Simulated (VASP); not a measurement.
# Li3Cd2Si3 (P4_2/nnm) in VASP: single point with BLYP

Aim: the single point of Li3Cd2Si3 with BLYP.

Program: VASP 6.6.1. These are calculated values, not measurements. Logs are shortened: lines on timing, memory, paths and dates and some standing lists are left out, and cuts for length are marked.

### 1 The cell of the first run

The structure is tetragonal, space group P4_2/nnm (No. 134). Conventional cell: a = 6.258 Å, b = 6.258 Å, c = 6.303 Å, α = 90.00°, β = 90.00°, γ = 90.00°. Li (site symmetry -42m) has 4 Li at 2.72 Å and 4 Cd at 2.72 Å and 6 Si at 3.13 to 3.15 Å within 3.6 Å. Within 3.6 Å of Li (site symmetry 2/m) lie 2 Li at 2.72 Å and 6 Si at 2.72 Å and 6 Cd at 3.13 to 3.15 Å. Cd (site symmetry 2/m) has 6 Si at 2.72 Å and 8 Li at 2.72 to 3.15 Å within 3.6 Å. Si (site symmetry 222) has 6 Li at 2.72 to 3.13 Å and 4 Cd at 2.72 Å and 4 Si at 3.13 to 3.15 Å within 3.6 Å. Within 3.6 Å of Si (site symmetry -42m) lie 6 Li at 2.72 to 3.15 Å and 4 Cd at 2.72 Å and 4 Si at 3.13 Å.

### 2 Single point, BLYP

The input, INCAR:

```
  AGGAC = 1.0
  AGGAX = 1.0
  ALDAC = 0.0
  ALDAX = 1.0
  ALGO = Normal
  EDIFF = 1E-7
  ENCUT = 520
  GGA = B5
  ISIF = 2
  ISMEAR = -1
  LASPH = T
  LCHARG = T
  LELF = T
  LREAL = Auto
  LVHAR = T
  LWAVE = F
  NBANDS = 59
  NELM = 80
  PREC = Accurate
  SIGMA = 0.1
```

The input, KPOINTS:

```
k-points
0
Gamma
  6 6 6
```

The input, POSCAR:

```
Li3Cd2Si3
1.0
    6.2582230000      0.0000000000      0.0000000000
    0.0000000000      6.2582230000      0.0000000000
    0.0000000000      0.0000000000      6.3028590000
Li Cd Si
6 4 6
Direct
    0.7500000000      0.2500000000      0.2500000000
    0.2500000000      0.7500000000      0.7500000000
    0.0000000000      0.0000000000      0.5000000000
    0.5000000000      0.0000000000      0.0000000000
    0.5000000000      0.5000000000      0.5000000000
    0.0000000000      0.5000000000      0.0000000000
    0.0000000000      0.0000000000      0.0000000000
    0.5000000000      0.0000000000      0.5000000000
    0.5000000000      0.5000000000      0.0000000000
    0.0000000000      0.5000000000      0.5000000000
    0.2500000000      0.2500000000      0.2500000000
    0.2500000000      0.2500000000      0.7500000000
    0.7500000000      0.7500000000      0.7500000000
    0.7500000000      0.7500000000      0.2500000000
    0.2500000000      0.7500000000      0.2500000000
    0.7500000000      0.2500000000      0.7500000000
```

Potentials or basis: VASP PAW PBE potentials, release 64 (Li_sv, Cd, Si).

Command:

```sh
$ cat potpaw_PBE.64/Li_sv/POTCAR potpaw_PBE.64/Cd/POTCAR potpaw_PBE.64/Si/POTCAR > POTCAR
$ mpirun -np 1 vasp_std > vasp.out
```

OUTCAR:

```text
EDIFF = 1E-7
   ENCUT = 520
   GGA = B5
   ISIF = 2
   ISMEAR = -1
   LASPH = T
   LREAL = Auto
   NELM = 80
   PREC = Accurate

 ion  position               nearest neighbor table
   1  0.750  0.250  0.250-   7 2.72   8 2.72   9 2.72  10 2.72
   2  0.250  0.750  0.750-   7 2.72   8 2.72   9 2.72  10 2.72
   3  0.000  0.000  0.500-  11 2.72  12 2.72  13 2.72  14 2.72  15 2.72  16 2.72   8 3.13  10 3.13
                            10 3.13   8 3.13   7 3.15   7 3.15
   4  0.500  0.000  0.000-  11 2.72  12 2.72  13 2.72  14 2.72  15 2.72  16 2.72   7 3.13   9 3.13
                             9 3.13   7 3.13   8 3.15   8 3.15
   5  0.500  0.500  0.500-  11 2.72  12 2.72  13 2.72  14 2.72  15 2.72  16 2.72   8 3.13  10 3.13
                             8 3.13  10 3.13   9 3.15   9 3.15
   6  0.000  0.500  0.000-  11 2.72  12 2.72  13 2.72  14 2.72  15 2.72  16 2.72   7 3.13   9 3.13
                             7 3.13   9 3.13  10 3.15  10 3.15
   7  0.000  0.000  0.000-   1 2.72   2 2.72  11 2.72  12 2.72  13 2.72  14 2.72  15 2.72  16 2.72
                             4 3.13   6 3.13   6 3.13   4 3.13   3 3.15   3 3.15
   8  0.500  0.000  0.500-   1 2.72   2 2.72  11 2.72  12 2.72  13 2.72  14 2.72  15 2.72  16 2.72
                             3 3.13   5 3.13   5 3.13   3 3.13   4 3.15   4 3.15
   9  0.500  0.500  0.000-   1 2.72   2 2.72  11 2.72  12 2.72  13 2.72  14 2.72  15 2.72  16 2.72
                             4 3.13   6 3.13   4 3.13   6 3.13   5 3.15   5 3.15
  10  0.000  0.500  0.500-   1 2.72   2 2.72  11 2.72  12 2.72  13 2.72  14 2.72  15 2.72  16 2.72
                             3 3.13   5 3.13   3 3.13   5 3.13   6 3.15   6 3.15
  11  0.250  0.250  0.250-   3 2.72   4 2.72   5 2.72   6 2.72   7 2.72   8 2.72   9 2.72  10 2.72
                            15 3.13  15 3.13
  12  0.250  0.250  0.750-   3 2.72   4 2.72   5 2.72   6 2.72   7 2.72   8 2.72   9 2.72  10 2.72
                            16 3.13  16 3.13
  13  0.750  0.750  0.750-   3 2.72   4 2.72   5 2.72   6 2.72   7 2.72   8 2.72   9 2.72  10 2.72
                            16 3.13  16 3.13
  14  0.750  0.750  0.250-   3 2.72   4 2.72   5 2.72   6 2.72   7 2.72   8 2.72   9 2.72  10 2.72
                            15 3.13  15 3.13
  15  0.250  0.750  0.250-   3 2.72   4 2.72   5 2.72   6 2.72   7 2.72   8 2.72   9 2.72  10 2.72
                            11 3.13  14 3.13  11 3.13  14 3.13
  16  0.750  0.250  0.750-   3 2.72   4 2.72   5 2.72   6 2.72   7 2.72   8 2.72   9 2.72  10 2.72
                            12 3.13  13 3.13  13 3.13  12 3.13

  LATTYP: Found a simple tetragonal cell.
 ALAT       =     6.2582230000
 C/A-ratio  =     1.0071323761

  Lattice vectors:

 A1 = (   6.2582230000,   0.0000000000,   0.0000000000)
 A2 = (   0.0000000000,   6.2582230000,   0.0000000000)
 A3 = (   0.0000000000,   0.0000000000,   6.3028590000)

Analysis of symmetry for initial positions (statically):
=====================================================================
 Subroutine PRICEL returns:
 Original cell was already a primitive cell.

 Routine SETGRP: Setting up the symmetry group for a
 simple tetragonal supercell.

 Subroutine GETGRP returns: Found 16 space group operations
 (whereof  4 operations were pure point group operations)
 out of a pool of 16 trial point group operations.

The static configuration has the point symmetry C_2h.
 The point group associated with its full space group is D_4h.

Analysis of symmetry for dynamics (positions and initial velocities):
=====================================================================
 Subroutine PRICEL returns:
 Original cell was already a primitive cell.

 Routine SETGRP: Setting up the symmetry group for a
 simple tetragonal supercell.

 Subroutine GETGRP returns: Found 16 space group operations
 (whereof  4 operations were pure point group operations)
 out of a pool of 16 trial point group operations.

The dynamic configuration has the point symmetry C_2h.
 The point group associated with its full space group is D_4h.

 Subroutine INISYM returns: Found 16 space group operations
 (whereof  4 operations are pure point group operations),
 and found     1 'primitive' translations

----------------------------------------------------------------------------------------

                                     Primitive cell

  volume of cell :     246.8537

  direct lattice vectors                    reciprocal lattice vectors
     6.258223000  0.000000000  0.000000000     0.159789768  0.000000000  0.000000000
     0.000000000  6.258223000  0.000000000     0.000000000  0.159789768  0.000000000
     0.000000000  0.000000000  6.302859000     0.000000000  0.000000000  0.158658158

  length of vectors
     6.258223000  6.258223000  6.302859000     0.159789768  0.159789768  0.158658158

  position of ions in fractional coordinates (direct lattice)
     0.750000000  0.250000000  0.250000000
     0.250000000  0.750000000  0.750000000
     0.000000000  0.000000000  0.500000000
     0.500000000  0.000000000  0.000000000
     0.500000000  0.500000000  0.500000000
     0.000000000  0.500000000  0.000000000
[... 8 lines left out ...]
     0.250000000  0.750000000  0.250000000
     0.750000000  0.250000000  0.750000000

  ion indices of the primitive-cell ions
   primitive index   ion index
                 1           1
                 2           2
                 3           3
                 4           4
                 5           5
                 6           6
[... 8 lines left out ...]
                15          15
                16          16

----------------------------------------------------------------------------------------

 KPOINTS: k-points

Automatic generation of k-mesh.
 Grid dimensions read from file:
 generate k-points for:    6    6    6

 Generating k-lattice:

  Cartesian coordinates                     Fractional coordinates (reciprocal lattice)
     0.026631628  0.000000000  0.000000000     0.166666667  0.000000000  0.000000000
     0.000000000  0.026631628  0.000000000     0.000000000  0.166666667  0.000000000
     0.000000000  0.000000000  0.026443026     0.000000000  0.000000000  0.166666667

  Length of vectors
     0.026631628  0.026631628  0.026443026

  Shift w.r.t. Gamma in fractional coordinates (k-lattice)
     0.000000000  0.000000000  0.000000000

 Subroutine IBZKPT returns following result:
 ===========================================

 Found     40 irreducible k-points:

 Following reciprocal coordinates:
            Coordinates               Weight
  0.000000  0.000000  0.000000      1.000000
  0.166667  0.000000  0.000000      4.000000
  0.333333  0.000000  0.000000      4.000000
  0.500000  0.000000  0.000000      2.000000
  0.166667  0.166667  0.000000      4.000000
  0.333333  0.166667  0.000000      8.000000
[... 16 lines left out ...]
  0.333333  0.000000  0.333333      8.000000
  0.500000  0.000000  0.333333      4.000000
 [... further k-points ...]
   k-points           NKPTS =     40   k-points in BZ     NKDIM =     40   number of bands    NBANDS=     59
   number of dos      NEDOS =    301   number of ions     NIONS =     16
   total plane-waves  NPLWV = 110592
   dimension x,y,z NGX =    48 NGY =   48 NGZ =   48
   dimension x,y,z NGXF=    96 NGYF=   96 NGZF=   96
   ions per type =               6   4   6
   NGX,Y,Z   is equivalent  to a cutoff of  12.75, 12.75, 12.66 a.u.
   NGXF,Y,Z  is equivalent  to a cutoff of  25.50, 25.50, 25.32 a.u.
 SYSTEM =  unknown system
   PREC   = accura    normal or accurate (medium, high low for compatibility)
   ISTART =      0    job   : 0-new  1-cont  2-samecut
   ICHARG =      2    charge: 1-file 2-atom 10-const
   ISPIN  =      1    spin polarized calculation?
   LNONCOLLINEAR =      F non collinear calculations
   LSORBIT =      F    spin-orbit coupling
   LASPH  =      T    aspherical Exc in radial PAW
   ENCUT  =  520.0 eV  38.22 Ry    6.18 a.u.  11.64 11.64 11.72*2*pi/ulx,y,z
   NELM   =     80;   NELMIN=  2; NELMDL= -5     # of ELM steps
   EDIFF  = 0.1E-06   stopping-criterion for ELM
   LREAL  =      T    real-space projection
   EDIFFG = 0.1E-05   stopping-criterion for IOM
   NSW    =      0    number of steps for IOM
   IBRION =     -1    ionic relax: 0-MD 1-quasi-New 2-CG
   NFREE  =      0    steps in history (QN), initial steepest desc. (CG)
   ISIF   =      2    stress and relaxation
   ISYM   =      2    0-nonsym 1-usesym 2-fastsym
   POTIM  = 0.5000    time-step for ionic-motion
   TEBEG  =    0.0;   TEEND  =   0.0 temperature during run
   PSTRESS=    0.0 pullay stress
   NELECT =      90.0000    total number of electrons
   NUPDOWN=      -1.0000    fix difference up-down
   EMIN   =  10.00;   EMAX   =-10.00  energy-range for DOS
   EFERMI =   0.00;   METHOD = LEGACY
   ISMEAR =    -1;   SIGMA  =   0.10  broadening in eV -4-tet -1-fermi 0-gaus
   EFERMI_NEDOS =   21; number of points for ismear=-14 and -15
   IALGO  =     38    algorithm
   IMIX   =      4    mixing-type and parameters
     AMIX     =   0.40;   BMIX     =  1.00
     AMIX_MAG =   1.60;   BMIX_MAG =  1.00
  volume/ion in A,a.u.               =      15.43       104.12
  Fermi-wavevector in a.u.,A,eV,Ry     =   1.169524  2.210080 18.609861  1.367786
  Thomas-Fermi vector in A             =   2.305995
   LORBIT       =      0    0 simple, 1 ext, 2 COOP (PROOUT), +10 PAW based schemes
   GGA     = B5    functional components
   LHFCALC =     F    Hartree Fock is set to
   AEXX    =    0.0000 exact exchange contribution
   IVDW    =     0    specifies the selected vdW correction
   LEPSILON=     F    determine dielectric tensor
   LRPA    =     F    only Hartree local field effects (RPA)
 non-spin polarized calculation
  energy-cutoff  :      520.00
  volume of cell :      246.85
 maximum number of plane-waves:      6728
 NGX is ok and might be reduce to    48
   NGX = 23   NGY = 23   NGZ = 23

 number of electron      89.9999990 magnetization

 Free energy of the ion-electron system (eV)
  ---------------------------------------------------
  ext. energy  EPLUGINS =         0.00000000
  ---------------------------------------------------
  free energy    TOTEN  =       -34.82343767 eV

  energy without entropy =      -34.69589820  energy(sigma->0) =      -34.75966793

 E-fermi :   6.1377     XC(G=0):  -9.7161

 val. band max:        6.1060418380   @ k =   0.1667   0.1667   0.3333
 cond. band min:       6.1508111380   @ k =   0.1667   0.1667   0.0000
 fundamental gap:      0.0447693000
 Fermi energy:         6.1376520870

 k-point     1 :       0.0000    0.0000    0.0000
  band No.  band energies     occupation
      1     -41.8466      2.00000
      2     -41.8456      2.00000
      3     -41.5827      2.00000
      4     -41.5827      2.00000
      5     -41.5827      2.00000
      6     -41.5822      2.00000
[... 49 lines left out ...]
     56      10.2152      0.00000
     57      10.3450      0.00000

 k-point     2 :       0.1667    0.0000    0.0000
  band No.  band energies     occupation
      1     -41.8465      2.00000
      2     -41.8457      2.00000
      3     -41.5827      2.00000
      4     -41.5827      2.00000
      5     -41.5827      2.00000
      6     -41.5822      2.00000
[... 49 lines left out ...]
     56       9.2497      0.00000
     57      10.0488      0.00000

 k-point     3 :       0.3333    0.0000    0.0000
  band No.  band energies     occupation
      1     -41.8463      2.00000
      2     -41.8458      2.00000
      3     -41.5827      2.00000
      4     -41.5827      2.00000
      5     -41.5826      2.00000
      6     -41.5823      2.00000
[... 1194 lines left out ...]
      1     -41.8462      2.00000
      2     -41.8460      2.00000
      3     -41.5828      2.00000
      4     -41.5828      2.00000
      5     -41.5825      2.00000
      6     -41.5823      2.00000
[... 49 lines left out ...]
     56       9.5435      0.00000
     57       9.7005      0.00000

 k-point    24 :       0.5000    0.0000    0.3333
  band No.  band energies     occupation
      1     -41.8461      2.00000
      2     -41.8461      2.00000
      3     -41.5828      2.00000
      4     -41.5828      2.00000
      5     -41.5824      2.00000
      6     -41.5824      2.00000
[... 49 lines left out ...]
     56       9.3554      0.00000
     57       9.7135      0.00000

 [... further k-points ...]

 [bands above 57 left out]

------------------------ aborting loop because EDIFF is reached ----------------------------------------

  FORCE on cell =-STRESS in cart. coord.  units (eV):
  Direction    XX          YY          ZZ          XY          YZ          ZX
  --------------------------------------------------------------------------------------
  -------------------------------------------------------------------------------------
  Total       18.2444228     18.2444228     18.5436226      0.0000000     -0.0000000      0.0000000
  in kB      118.4134542    118.4134542    120.3553780      0.0000000     -0.0000000      0.0000000
  external PRESSURE =     119.0607621 kB  Pullay stress =       0.0000000 kB

 VOLUME and BASIS-vectors are now :
 -----------------------------------------------------------------------------
  energy-cutoff  :      520.00
  volume of cell :      246.85
      direct lattice vectors                 reciprocal lattice vectors
     6.258223000  0.000000000  0.000000000     0.159789768  0.000000000  0.000000000
     0.000000000  6.258223000  0.000000000     0.000000000  0.159789768  0.000000000
     0.000000000  0.000000000  6.302859000     0.000000000  0.000000000  0.158658158

 POSITION                                       TOTAL-FORCE (eV/Angst)
 -----------------------------------------------------------------------------------
      4.69367      1.56456      1.57571         0.000000     -0.000000      0.000000
      1.56456      4.69367      4.72714        -0.000000      0.000000      0.000000
      0.00000      0.00000      3.15143         0.000000      0.000000      0.000000
      3.12911      0.00000      0.00000         0.000000      0.000000      0.000000
      3.12911      3.12911      3.15143         0.000000      0.000000      0.000000
      0.00000      3.12911      0.00000         0.000000      0.000000      0.000000
[... 8 lines left out ...]
      1.56456      4.69367      1.57571         0.000000      0.000000      0.000000
      4.69367      1.56456      4.72714         0.000000     -0.000000     -0.000000
 -----------------------------------------------------------------------------------
    total drift:                                0.000000      0.000000      0.000000

  FREE ENERGIE OF THE ION-ELECTRON SYSTEM (eV)
  ---------------------------------------------------
  free  energy   TOTEN  =       -34.8234376675 eV

  energy  without entropy=      -34.6958981998  energy(sigma->0) =      -34.75966793
```

It took 18 min on 1 thread of Intel Xeon Platinum 8259CL at 2.50GHz (Skylake/Cascade Lake), shared host; peak memory 0.53 GiB.

Results:

- Free energy: -34.8234 eV
- Band gap on the k mesh: zero (bands 45 and 46 overlap by 1.36 eV)

Caveat: the cutoff is under 1.25 times the usual one of these potentials, so pressure, stress and relaxed cells hold a basis-set (Pulay) error; the PAW data sets were made with another functional, which shifts forces and pressure a little.

The gap in the log of VASP goes by the Fermi energy; the results here count the filled bands.